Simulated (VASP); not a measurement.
# Ti (P6_3/mmc) in VASP: notebook

Ti is run at these levels: r2SCAN; tasks: single point, relaxation of volume and atoms at fixed shape.

All numbers are computed with VASP 6.6.1; they aren't measurements. Logs are shortened: lines on timing, memory, paths and dates and some standing lists are left out, and cuts for length are marked.

## 1. The cell of the first run

It takes space group P6_3/mmc (No. 194, hexagonal). Conventional cell: a = 2.932 Å, b = 2.932 Å, c = 4.652 Å, α = 90.00°, β = 90.00°, γ = 120.00°. Ti (site symmetry -6m2) has 12 Ti at 2.88 to 2.93 Å within 3.8 Å.

## 2. Single point, r2SCAN

Input file POSCAR:

```
Ti
1.0
    2.9320636065      0.0000000000      0.0000000000
   -1.4660318032      2.5392415687      0.0000000000
    0.0000000000      0.0000000000      4.6515494739
Ti
2
Direct
    0.3333333333      0.6666666667      0.2500000000
    0.6666666667      0.3333333333      0.7500000000
```

Input file INCAR.step1:

```
SYSTEM = Ti
ALGO = Normal
EDIFF = 1E-4
ENCUT = 520
GGA = PE
ISMEAR = 0
LASPH = .True.
LCHARG = .False.
LREAL = .False.
LWAVE = .True.
NBANDS = 19
NELM = 60
PREC = Accurate
SIGMA = 0.1
```

Input file INCAR.step2:

```
SYSTEM = Ti
ALGO = Normal
EDIFF = 1E-6
ENCUT = 520
ISIF = 2
ISMEAR = 0
ISTART = 1
LASPH = .True.
LCHARG = .True.
LELF = .True.
LMIXTAU = .True.
LREAL = .False.
LVHAR = .True.
LWAVE = .False.
METAGGA = R2SCAN
NBANDS = 19
NELM = 60
PREC = Accurate
SIGMA = 0.1
```

Input file KPOINTS:

```
k-points
0
Gamma
  8 8 5
  0 0 0
```

Potentials or basis: VASP PAW PBE potentials, release 64 (Ti_sv).

On the command line:

```console
$ cat potpaw_PBE.64/Ti_sv/POTCAR > POTCAR
$ cp INCAR.step1 INCAR
$ mpirun -np 1 vasp_std > vasp.out
$ cp INCAR.step2 INCAR
$ mpirun -np 1 vasp_std > vasp.out
```

OUTCAR:

```text
SYSTEM = Ti
   EDIFF = 1E-6
   ENCUT = 520
   ISIF = 2
   ISMEAR = 0
   ISTART = 1
   LASPH = .True.
   LREAL = .False.
   METAGGA = R2SCAN
   NELM = 60
   PREC = Accurate

 ion  position               nearest neighbor table
   1  0.333  0.667  0.250-   2 2.88   2 2.88   2 2.88   2 2.88   2 2.88   2 2.88
   2  0.667  0.333  0.750-   1 2.88   1 2.88   1 2.88   1 2.88   1 2.88   1 2.88

  LATTYP: Found a hexagonal cell.
 ALAT       =     2.9320636065
 C/A-ratio  =     1.5864422121

  Lattice vectors:

 A1 = (   2.9320636065,   0.0000000000,   0.0000000000)
 A2 = (  -1.4660318032,   2.5392415687,   0.0000000000)
 A3 = (   0.0000000000,   0.0000000000,   4.6515494739)

Analysis of symmetry for initial positions (statically):
=====================================================================
 Subroutine PRICEL returns:
 Original cell was already a primitive cell.

 Routine SETGRP: Setting up the symmetry group for a
 hexagonal supercell.

 Subroutine GETGRP returns: Found 24 space group operations
 (whereof 12 operations were pure point group operations)
 out of a pool of 24 trial point group operations.

The static configuration has the point symmetry D_3d.
 The point group associated with its full space group is D_6h.

Analysis of symmetry for dynamics (positions and initial velocities):
=====================================================================
 Subroutine PRICEL returns:
 Original cell was already a primitive cell.

 Routine SETGRP: Setting up the symmetry group for a
 hexagonal supercell.

 Subroutine GETGRP returns: Found 24 space group operations
 (whereof 12 operations were pure point group operations)
 out of a pool of 24 trial point group operations.

The dynamic configuration has the point symmetry D_3d.
 The point group associated with its full space group is D_6h.

 Subroutine INISYM returns: Found 24 space group operations
 (whereof 12 operations are pure point group operations),
 and found     1 'primitive' translations

----------------------------------------------------------------------------------------

                                     Primitive cell

  volume of cell :      34.6318

  direct lattice vectors                    reciprocal lattice vectors
     2.932063606  0.000000000  0.000000000     0.341056721  0.196909190  0.000000000
    -1.466031803  2.539241569  0.000000000     0.000000000  0.393818380  0.000000000
[... 78 lines left out ...]
   ICHARG =      0    charge: 1-file 2-atom 10-const
   ISPIN  =      1    spin polarized calculation?
   LNONCOLLINEAR =      F non collinear calculations
   LSORBIT =      F    spin-orbit coupling
   LASPH  =      T    aspherical Exc in radial PAW
   ENCUT  =  520.0 eV  38.22 Ry    6.18 a.u.   5.45  5.45  8.65*2*pi/ulx,y,z
   NELM   =     60;   NELMIN=  2; NELMDL=  0     # of ELM steps
   EDIFF  = 0.1E-05   stopping-criterion for ELM
   LREAL  =      F    real-space projection
   EDIFFG = 0.1E-04   stopping-criterion for IOM
   NSW    =      0    number of steps for IOM
   IBRION =     -1    ionic relax: 0-MD 1-quasi-New 2-CG
   NFREE  =      0    steps in history (QN), initial steepest desc. (CG)
   ISIF   =      2    stress and relaxation
   ISYM   =      2    0-nonsym 1-usesym 2-fastsym
   POTIM  = 0.5000    time-step for ionic-motion
   TEBEG  =    0.0;   TEEND  =   0.0 temperature during run
   PSTRESS=    0.0 pullay stress
   NELECT =      24.0000    total number of electrons
   NUPDOWN=      -1.0000    fix difference up-down
   EMIN   =  10.00;   EMAX   =-10.00  energy-range for DOS
   EFERMI =   0.00;   METHOD = LEGACY
   ISMEAR =     0;   SIGMA  =   0.10  broadening in eV -4-tet -1-fermi 0-gaus
   EFERMI_NEDOS =   21; number of points for ismear=-14 and -15
   IALGO  =     38    algorithm
   IMIX   =      4    mixing-type and parameters
     AMIX     =   0.40;   BMIX     =  1.00
     AMIX_MAG =   1.60;   BMIX_MAG =  1.00
  volume/ion in A,a.u.               =      17.32       116.85
  Fermi-wavevector in a.u.,A,eV,Ry     =   1.448728  2.737699 28.556087  2.098813
  Thomas-Fermi vector in A             =   2.566536
   LORBIT       =      0    0 simple, 1 ext, 2 COOP (PROOUT), +10 PAW based schemes
   METAGGA = R2SCAN    functional components
   LHFCALC =     F    Hartree Fock is set to
   AEXX    =    0.0000 exact exchange contribution
   IVDW    =     0    specifies the selected vdW correction
   LEPSILON=     F    determine dielectric tensor
   LRPA    =     F    only Hartree local field effects (RPA)
 non-spin polarized calculation
 Gauss-broadening in eV      SIGMA  =   0.10
  energy-cutoff  :      520.00
  volume of cell :       34.63
 maximum number of plane-waves:       965
 NGX is ok and might be reduce to    24
   NGX = 11   NGY = 11   NGZ = 17

 number of electron      24.0000000 magnetization

 Free energy of the ion-electron system (eV)
  ---------------------------------------------------
  ext. energy  EPLUGINS =         0.00000000
  ---------------------------------------------------
  free energy    TOTEN  =       -25.90917122 eV

  energy without entropy =      -25.90457158  energy(sigma->0) =      -25.90687140

 E-fermi :   8.4198     XC(G=0): -12.4125

 val. band max:        8.3473405264   @ k =   0.1250   0.0000   0.0000
 cond. band min:       8.4607417850   @ k =   0.2500   0.2500   0.4000
 fundamental gap:      0.1134012587
 Fermi energy:         8.4197766730

 k-point     1 :       0.0000    0.0000    0.0000
  band No.  band energies     occupation
      1     -50.8103      2.00000
      2     -50.6658      2.00000
      3     -26.3796      2.00000
      4     -25.6955      2.00000
      5     -25.6955      2.00000
      6     -25.6387      2.00000
[... 505 lines left out ...]
      6     -25.7668      2.00000
[... 11 lines left out ...]
     18      11.8144      0.00000
     19      11.9231      0.00000

 [... further k-points ...]
[... 5 lines left out ...]
  --------------------------------------------------------------------------------------
  -------------------------------------------------------------------------------------
  Total        0.1151536      0.1151536      0.0001376      0.0000000     -0.0000000      0.0000000
  in kB        5.3273728      5.3273728      0.0063643      0.0000000     -0.0000000      0.0000000
  external PRESSURE =       3.5537033 kB  Pullay stress =       0.0000000 kB

 VOLUME and BASIS-vectors are now :
 -----------------------------------------------------------------------------
  energy-cutoff  :      520.00
  volume of cell :       34.63
      direct lattice vectors                 reciprocal lattice vectors
     2.932063606  0.000000000  0.000000000     0.341056721  0.196909190  0.000000000
    -1.466031803  2.539241569  0.000000000     0.000000000  0.393818380  0.000000000
     0.000000000  0.000000000  4.651549474     0.000000000  0.000000000  0.214982127

 POSITION                                       TOTAL-FORCE (eV/Angst)
 -----------------------------------------------------------------------------------
     -0.00000      1.69283      1.16289        -0.000000      0.000000      0.000000
      1.46603      0.84641      3.48866         0.000000      0.000000      0.000000
 -----------------------------------------------------------------------------------
    total drift:                               -0.000000      0.000000     -0.000000

  FREE ENERGIE OF THE ION-ELECTRON SYSTEM (eV)
  ---------------------------------------------------
  free  energy   TOTEN  =       -25.9091712168 eV

  energy  without entropy=      -25.9045715771  energy(sigma->0) =      -25.90687140
```

OUTCAR.step1:

```text
SYSTEM = Ti
   EDIFF = 1E-4
   ENCUT = 520
   GGA = PE
   ISMEAR = 0
   LASPH = .True.
   LREAL = .False.
[... 752 lines left out ...]
     -0.00000      1.69283      1.16289        -0.000000      0.000000      0.000000
      1.46603      0.84641      3.48866         0.000000      0.000000      0.000000
 -----------------------------------------------------------------------------------
    total drift:                               -0.000000      0.000000     -0.000000

  FREE ENERGIE OF THE ION-ELECTRON SYSTEM (eV)
  ---------------------------------------------------
  free  energy   TOTEN  =       -15.6787894225 eV

  energy  without entropy=      -15.6705083062  energy(sigma->0) =      -15.67464886
```

Run time: 86 s. Hardware: 1 thread of Intel Xeon 8259CL, shared host; peak memory 0.16 GiB.

Results:

- Free energy: -25.9092 eV
- Pressure: 0.4 GPa
- Band gap on the k mesh: zero (bands 12 and 13 overlap by 1.14 eV)

Levels at points of the mesh, in eV from the Fermi level:
```
           k point  band 8  band 9  band 10  band 11  band 12  band 13  band 14  band 15  band 16  band 17
(0.00, 0.00, 0.00)  -34.01   -6.62    -2.86     0.56     0.88     0.88     0.97     1.41     1.41     1.84
(0.50, 0.00, 0.00)  -34.09   -2.51    -2.28    -1.95    -0.82     0.63     0.69     1.27     3.57     3.80
```

Caveat: the PAW data sets were made with another functional, which shifts forces and pressure a little.

## 3. Relaxation of volume and atoms at fixed shape, r2SCAN

This run uses another cell than the first one, of 17.64 Å³/atom.

Input file POSCAR:

```
Ti
1.0
    2.9500000000      0.0000000000      0.0000000000
   -1.4750000000      2.5547700000      0.0000000000
    0.0000000000      0.0000000000      4.6800000000
Ti
2
Direct
    0.3333333333      0.6666666667      0.2500000000
    0.6666666667      0.3333333333      0.7500000000
```

Input file INCAR.step1:

```
SYSTEM = Ti
PREC = Accurate
ENCUT = 600
ISMEAR = 0
SIGMA = 0.1
LREAL = .False.
LASPH = .True.
NELM = 60
GGA = PE
ALGO = Normal
EDIFF = 1E-4
LWAVE = .True.
LCHARG = .False.
```

Input file INCAR.step2:

```
SYSTEM = Ti
PREC = Accurate
ENCUT = 600
EDIFF = 1E-7
ISMEAR = 0
SIGMA = 0.1
LREAL = .False.
LASPH = .True.
NELM = 60
ALGO = Normal
ISIF = 8
LWAVE = .False.
LCHARG = .False.
METAGGA = R2SCAN
LMIXTAU = .True.
IBRION = 2
NSW = 80
EDIFFG = -0.03
ISTART = 1
```

Input file KPOINTS:

```
regular mesh
0
Gamma
  8 8 5
  0 0 0
```

Potentials or basis: VASP PAW PBE potentials, release 64 (Ti_sv).

On the command line:

```console
$ cat potpaw_PBE.64/Ti_sv/POTCAR > POTCAR
$ cp INCAR.step1 INCAR
$ mpirun -np 1 vasp_std > vasp.out
$ cp INCAR.step2 INCAR
$ mpirun -np 1 vasp_std > vasp.out
```

Run time: 4.1 min. Hardware: 1 thread of Intel Xeon 8259CL, shared host; peak memory 0.18 GiB.

The run converged. Its results:

| Item | Value |
| --- | --- |
| Free energy | -25.9089 eV |
| Relaxed volume | 17.38 Å³/atom |
| Relaxed cell | a = 2.935 Å, b = 2.935 Å, c = 4.657 Å, α = 90.00°, β = 90.00°, γ = 120.00° |
| Space group after relaxing (to 0.1 Å) | P6_3/mmc (No. 194) |
| Energy gained by relaxing | 1.4 meV/atom |
| Ionic steps | 3 |
| Pressure after relaxing | 0.0 GPa |
| Band gap on the k mesh | zero (bands 12 and 13 overlap by 1.14 eV) |

Stress tensor (GPa, compression positive):
```
 0.17  0.00  0.00
 0.00  0.17  0.00
 0.00  0.00 -0.36
```

Step by step:
```csv
step,energy change (eV),largest force (eV/Å),pressure (GPa),volume (Å³)
1,0.0000,0.0000,-1.72,35.27
2,-0.0008,0.0000,1.51,34.32
3,-0.0028,0.0000,-0.01,34.75
```

Final structure:
```
CELL_PARAMETERS angstrom
2.93543 0.00000 0.00000
-1.46771 2.54215 0.00000
0.00000 0.00000 4.65688
ATOMIC_POSITIONS crystal
Ti 0.33333 0.66667 0.25000
Ti 0.66667 0.33333 0.75000
```

Levels at points of the mesh, in eV from the Fermi level:
```csv
k point,band 9,band 10,band 11,band 12,band 13,band 14,band 15,band 16
"(0.00, 0.00, 0.00)",-6.61,-2.85,0.55,0.88,0.88,0.97,1.41,1.41
"(0.50, 0.00, 0.00)",-2.51,-2.27,-1.94,-0.82,0.63,0.69,1.27,3.55
```

Caveat: the PAW data sets were made with another functional, which shifts forces and pressure a little.
